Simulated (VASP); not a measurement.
# SnO2 (P4_2/mnm) in VASP: a series of runs

SnO2 is run at these levels: r2SCAN; tasks: single point.

Program: VASP 6.6.1. These are calculated values, not measurements. Logs are shortened: lines on timing, memory, paths and dates and some standing lists are left out, and cuts for length are marked.

### 1 The cell of the first run

The structure is tetragonal, space group P4_2/mnm (No. 136). The conventional cell has a = 4.831 Å, b = 4.831 Å, c = 3.172 Å, α = 90.00°, β = 90.00°, γ = 90.00°. Sn (site symmetry mmm) has 6 O at 2.07 to 2.09 Å within 2.7 Å. Within 2.7 Å of O (site symmetry m2m) lie 3 Sn at 2.07 to 2.09 Å and 1 O at 2.65 Å.

### 2 Single point, r2SCAN (biaxial strain in the a-b plane: +1.5 %)

POSCAR

```
SnO2
1.0
    4.8305885737      0.0000000000      0.0000000000
    0.0000000000      4.8305885737      0.0000000000
    0.0000000000      0.0000000000      3.1724585341
Sn O
2 4
Direct
    0.5000000000      0.5000000000      0.5000000000
    0.0000000000      0.0000000000      0.0000000000
    0.1940616415      0.8059383585      0.5000000000
    0.8059383585      0.1940616415      0.5000000000
    0.3059383585      0.3059383585      0.0000000000
    0.6940616415      0.6940616415      0.0000000000
```

INCAR.step1

```
PREC = Accurate
ENCUT = 520
ISMEAR = 0
SIGMA = 0.02
LREAL = False
LASPH = True
NELM = 60
NBANDS = 35
GGA = PE
ALGO = Normal
EDIFF = 1E-4
LWAVE = True
LCHARG = False
```

INCAR.step2

```
PREC = Accurate
ENCUT = 520
EDIFF = 1E-6
ISMEAR = 0
SIGMA = 0.02
LREAL = False
LASPH = True
NELM = 60
ALGO = Normal
ISIF = 2
LWAVE = False
LCHARG = False
METAGGA = R2SCAN
LMIXTAU = True
NBANDS = 35
ISTART = 1
```

KPOINTS

```
Automatic mesh
0
Gamma
  6 6 8
```

Potentials or basis: VASP PAW PBE potentials, release 64 (Sn_d, O).

Command:

```
$ cat potpaw_PBE.64/Sn_d/POTCAR potpaw_PBE.64/O/POTCAR > POTCAR
$ cp INCAR.step1 INCAR
$ mpirun -np 1 vasp_std > vasp.out
$ cp INCAR.step2 INCAR
$ mpirun -np 1 vasp_std > vasp.out
```

OUTCAR:

```text
PREC = Accurate
   ENCUT = 520
   EDIFF = 1E-6
   ISMEAR = 0
   LREAL = False
   LASPH = True
   NELM = 60
   ISIF = 2
   METAGGA = R2SCAN
   ISTART = 1

 ion  position               nearest neighbor table
   1  0.500  0.500  0.500-   5 2.07   6 2.07   5 2.07   6 2.07   3 2.09   4 2.09
   2  0.000  0.000  0.000-   3 2.07   4 2.07   3 2.07   4 2.07   5 2.09   6 2.09
   3  0.194  0.806  0.500-   2 2.07   2 2.07   1 2.09
   4  0.806  0.194  0.500-   2 2.07   2 2.07   1 2.09
   5  0.306  0.306  0.000-   1 2.07   1 2.07   2 2.09
   6  0.694  0.694  0.000-   1 2.07   1 2.07   2 2.09

  LATTYP: Found a simple tetragonal cell.
 ALAT       =     4.8305885737
 C/A-ratio  =     0.6567436837

  Lattice vectors:

 A1 = (   4.8305885737,   0.0000000000,   0.0000000000)
 A2 = (   0.0000000000,   4.8305885737,   0.0000000000)
 A3 = (   0.0000000000,   0.0000000000,   3.1724585341)

Analysis of symmetry for initial positions (statically):
=====================================================================
 Subroutine PRICEL returns:
 Original cell was already a primitive cell.

 Routine SETGRP: Setting up the symmetry group for a
 simple tetragonal supercell.

 Subroutine GETGRP returns: Found 16 space group operations
 (whereof  8 operations were pure point group operations)
 out of a pool of 16 trial point group operations.

The static configuration has the point symmetry D_2h.
 The point group associated with its full space group is D_4h.

Analysis of symmetry for dynamics (positions and initial velocities):
=====================================================================
 Subroutine PRICEL returns:
 Original cell was already a primitive cell.

 Routine SETGRP: Setting up the symmetry group for a
 simple tetragonal supercell.

 Subroutine GETGRP returns: Found 16 space group operations
 (whereof  8 operations were pure point group operations)
 out of a pool of 16 trial point group operations.

The dynamic configuration has the point symmetry D_2h.
 The point group associated with its full space group is D_4h.

 Subroutine INISYM returns: Found 16 space group operations
 (whereof  8 operations are pure point group operations),
 and found     1 'primitive' translations

[... 97 lines left out ...]
   LNONCOLLINEAR =      F non collinear calculations
   LSORBIT =      F    spin-orbit coupling
   LASPH  =      T    aspherical Exc in radial PAW
   ENCUT  =  520.0 eV  38.22 Ry    6.18 a.u.   8.98  8.98  5.90*2*pi/ulx,y,z
   NELM   =     60;   NELMIN=  2; NELMDL=  0     # of ELM steps
   EDIFF  = 0.1E-05   stopping-criterion for ELM
   LREAL  =      F    real-space projection
   EDIFFG = 0.1E-04   stopping-criterion for IOM
   NSW    =      0    number of steps for IOM
   IBRION =     -1    ionic relax: 0-MD 1-quasi-New 2-CG
   NFREE  =      0    steps in history (QN), initial steepest desc. (CG)
   ISIF   =      2    stress and relaxation
   ISYM   =      2    0-nonsym 1-usesym 2-fastsym
   POTIM  = 0.5000    time-step for ionic-motion
   TEBEG  =    0.0;   TEEND  =   0.0 temperature during run
   PSTRESS=    0.0 pullay stress
   NELECT =      52.0000    total number of electrons
   NUPDOWN=      -1.0000    fix difference up-down
   EMIN   =  10.00;   EMAX   =-10.00  energy-range for DOS
   EFERMI =   0.00;   METHOD = LEGACY
   ISMEAR =     0;   SIGMA  =   0.02  broadening in eV -4-tet -1-fermi 0-gaus
   EFERMI_NEDOS =   21; number of points for ismear=-14 and -15
   IALGO  =     38    algorithm
   IMIX   =      4    mixing-type and parameters
     AMIX     =   0.40;   BMIX     =  1.00
     AMIX_MAG =   1.60;   BMIX_MAG =  1.00
  volume/ion in A,a.u.               =      12.34        83.26
  Fermi-wavevector in a.u.,A,eV,Ry     =   1.455271  2.750064 28.814611  2.117814
  Thomas-Fermi vector in A             =   2.572325
   LORBIT       =      0    0 simple, 1 ext, 2 COOP (PROOUT), +10 PAW based schemes
   METAGGA = R2SCAN    functional components
   LHFCALC =     F    Hartree Fock is set to
   AEXX    =    0.0000 exact exchange contribution
   IVDW    =     0    specifies the selected vdW correction
   LEPSILON=     F    determine dielectric tensor
   LRPA    =     F    only Hartree local field effects (RPA)
 non-spin polarized calculation
 Gauss-broadening in eV      SIGMA  =   0.02
  energy-cutoff  :      520.00
  volume of cell :       74.03
 maximum number of plane-waves:      2024
 NGX is ok and might be reduce to    36
   NGX = 17   NGY = 17   NGZ = 11

 number of electron      52.0000008 magnetization

 Free energy of the ion-electron system (eV)
  ---------------------------------------------------
  ext. energy  EPLUGINS =         0.00000000
  ---------------------------------------------------
  free energy    TOTEN  =       -84.60703076 eV

  energy without entropy =      -84.60703076  energy(sigma->0) =      -84.60703076

 E-fermi :   5.4721     XC(G=0): -11.8427

 val. band max:        5.3111932033   @ k =   0.0000   0.0000   0.0000
 cond. band min:       6.9405522407   @ k =   0.0000   0.0000   0.0000
 fundamental gap:      1.6293590375
 Fermi energy:         5.4720567727

 k-point     1 :       0.0000    0.0000    0.0000
  band No.  band energies     occupation
      1     -16.4065      2.00000
      2     -15.5859      2.00000
      3     -15.2622      2.00000
      4     -15.2622      2.00000
      5     -15.2427      2.00000
      6     -15.1550      2.00000
[... 901 lines left out ...]
     34      18.3741      0.00000
     35      18.6640      0.00000

 [... further k-points ...]
[... 5 lines left out ...]
  --------------------------------------------------------------------------------------
  -------------------------------------------------------------------------------------
  Total       -1.7853956     -1.7853956      0.4631099      0.0000000      0.0000000      0.0000000
  in kB      -38.6410567    -38.6410567     10.0230197      0.0000000      0.0000000      0.0000000
  external PRESSURE =     -22.4196979 kB  Pullay stress =       0.0000000 kB

 VOLUME and BASIS-vectors are now :
 -----------------------------------------------------------------------------
  energy-cutoff  :      520.00
  volume of cell :       74.03
      direct lattice vectors                 reciprocal lattice vectors
     4.830588574  0.000000000  0.000000000     0.207014111  0.000000000  0.000000000
     0.000000000  4.830588574  0.000000000     0.000000000  0.207014111  0.000000000
     0.000000000  0.000000000  3.172458534     0.000000000  0.000000000  0.315212946

 POSITION                                       TOTAL-FORCE (eV/Angst)
 -----------------------------------------------------------------------------------
      2.41529      2.41529      1.58623         0.000000      0.000000      0.000000
      0.00000      0.00000      0.00000         0.000000      0.000000      0.000000
      0.93743      3.89316      1.58623         0.012267     -0.012267     -0.000000
      3.89316      0.93743      1.58623        -0.012267      0.012267      0.000000
      1.47786      1.47786      0.00000        -0.012267     -0.012267     -0.000000
      3.35273      3.35273      0.00000         0.012267      0.012267      0.000000
 -----------------------------------------------------------------------------------
    total drift:                                0.000000      0.000000      0.000000

  FREE ENERGIE OF THE ION-ELECTRON SYSTEM (eV)
  ---------------------------------------------------
  free  energy   TOTEN  =       -84.6070307565 eV

  energy  without entropy=      -84.6070307565  energy(sigma->0) =      -84.60703076
```

Wall time 7.1 min (1 thread of Intel Xeon 6975P-C, shared host); peak memory 0.24 GiB.

Results:

```
Free energy            : -84.6070 eV
Pressure               : -2.2 GPa
Largest force          : 0.017 eV/Å
Band gap on the k mesh : 1.63 eV, direct
```

Forces in eV/Å, atoms in the order of the input:
```
Sn   0.000  0.000  0.000
Sn   0.000  0.000  0.000
O    0.012 -0.012  0.000
O   -0.012  0.012  0.000
O   -0.012 -0.012  0.000
O    0.012  0.012  0.000
```

Caveat: the cell differs from its parent crystal (biaxial strain in the a-b plane: +1.5 %); the PAW data sets were made with another functional, which shifts forces and pressure a little; spin-orbit coupling is left out, which moves the levels of the heavy elements.

### 3 Single point, r2SCAN (biaxial strain in the a-b plane: +3.0 %, then relaxed in part)

POSCAR

```
SnO2
1.0
    4.9019765822      0.0000000000      0.0000000000
    0.0000000000      4.9019765822      0.0000000000
    0.0000000000      0.0000000000      3.1421302446
Sn O
2 4
Direct
    0.5000000000      0.5000000000      0.5000000000
    0.0000000000      0.0000000000      0.0000000000
    0.1933870967      0.8066129033      0.5000000000
    0.8066129033      0.1933870967      0.5000000000
    0.3066129033      0.3066129033      0.0000000000
    0.6933870967      0.6933870967      0.0000000000
```

INCAR.step1

```
  PREC = Accurate
  ENCUT = 520
  ISMEAR = 0
  SIGMA = 0.02
  LREAL = False
  LASPH = True
  NELM = 100
  NBANDS = 35
  GGA = PE
  ALGO = Normal
  EDIFF = 1E-4
  LWAVE = True
  LCHARG = False
```

INCAR.step2

```
  PREC = Accurate
  ENCUT = 520
  EDIFF = 1E-6
  ISMEAR = 0
  SIGMA = 0.02
  LREAL = False
  LASPH = True
  NELM = 100
  ALGO = Normal
  ISIF = 2
  LWAVE = False
  LCHARG = False
  METAGGA = R2SCAN
  LMIXTAU = True
  NBANDS = 35
  ISTART = 1
```

KPOINTS

```
regular mesh
0
Gamma
  6 6 8
```

Potentials or basis: VASP PAW PBE potentials, release 64 (Sn_d, O).

Command:

```
$ cat potpaw_PBE.64/Sn_d/POTCAR potpaw_PBE.64/O/POTCAR > POTCAR
$ cp INCAR.step1 INCAR
$ mpirun -np 1 vasp_std > vasp.out
$ cp INCAR.step2 INCAR
$ mpirun -np 1 vasp_std > vasp.out
```

OUTCAR:

```text
PREC = Accurate
   ENCUT = 520
   EDIFF = 1E-6
   ISMEAR = 0
   LREAL = False
   LASPH = True
   NELM = 100
   ISIF = 2
   METAGGA = R2SCAN
   ISTART = 1

 ion  position               nearest neighbor table
   1  0.500  0.500  0.500-   5 2.07   6 2.07   5 2.07   6 2.07   3 2.13   4 2.13
   2  0.000  0.000  0.000-   3 2.07   4 2.07   3 2.07   4 2.07   5 2.13   6 2.13
   3  0.193  0.807  0.500-   2 2.07   2 2.07   1 2.13
   4  0.807  0.193  0.500-   2 2.07   2 2.07   1 2.13
   5  0.307  0.307  0.000-   1 2.07   1 2.07   2 2.13
   6  0.693  0.693  0.000-   1 2.07   1 2.07   2 2.13
[... 1121 lines left out ...]
  -------------------------------------------------------------------------------------
  Total       -3.6859050     -3.6859050      0.6936837      0.0000000      0.0000000      0.0000000
  in kB      -78.2146439    -78.2146439     14.7199188      0.0000000      0.0000000      0.0000000
  external PRESSURE =     -47.2364563 kB  Pullay stress =       0.0000000 kB

 VOLUME and BASIS-vectors are now :
 -----------------------------------------------------------------------------
  energy-cutoff  :      520.00
  volume of cell :       75.50
      direct lattice vectors                 reciprocal lattice vectors
     4.901976582  0.000000000  0.000000000     0.203999343  0.000000000  0.000000000
     0.000000000  4.901976582  0.000000000     0.000000000  0.203999343  0.000000000
     0.000000000  0.000000000  3.142130245     0.000000000  0.000000000  0.318255426

 POSITION                                       TOTAL-FORCE (eV/Angst)
 -----------------------------------------------------------------------------------
      2.45099      2.45099      1.57107         0.000000      0.000000      0.000000
      0.00000      0.00000      0.00000         0.000000      0.000000      0.000000
      0.94798      3.95400      1.57107         0.037465     -0.037465     -0.000000
      3.95400      0.94798      1.57107        -0.037465      0.037465      0.000000
      1.50301      1.50301      0.00000        -0.037465     -0.037465     -0.000000
      3.39897      3.39897      0.00000         0.037465      0.037465      0.000000
 -----------------------------------------------------------------------------------
    total drift:                                0.000000      0.000000      0.000000

  FREE ENERGIE OF THE ION-ELECTRON SYSTEM (eV)
  ---------------------------------------------------
  free  energy   TOTEN  =       -84.5227080508 eV

  energy  without entropy=      -84.5227080508  energy(sigma->0) =      -84.52270805
```

Run time: 7 min. Hardware: 1 thread of Intel Xeon 6975P-C, shared host; peak memory 0.24 GiB.

Results:

| Quantity | Value |
| --- | --- |
| Free energy | -84.5227 eV |
| Pressure | -4.7 GPa |
| Largest force | 0.053 eV/Å |
| Band gap on the k mesh | 1.51 eV, direct |

Forces in eV/Å, atoms in the order of the input:
```
Sn   0.000  0.000  0.000
Sn   0.000  0.000  0.000
O    0.037 -0.037  0.000
O   -0.037  0.037  0.000
O   -0.037 -0.037  0.000
O    0.037  0.037  0.000
```

Stress tensor (GPa, compression positive):
```
-7.82  0.00  0.00
 0.00 -7.82  0.00
 0.00  0.00  1.47
```

Caveat: the cell differs from its parent crystal (biaxial strain in the a-b plane: +3.0 %, then relaxed in part); the PAW data sets were made with another functional, which shifts forces and pressure a little; spin-orbit coupling is left out, which moves the levels of the heavy elements.
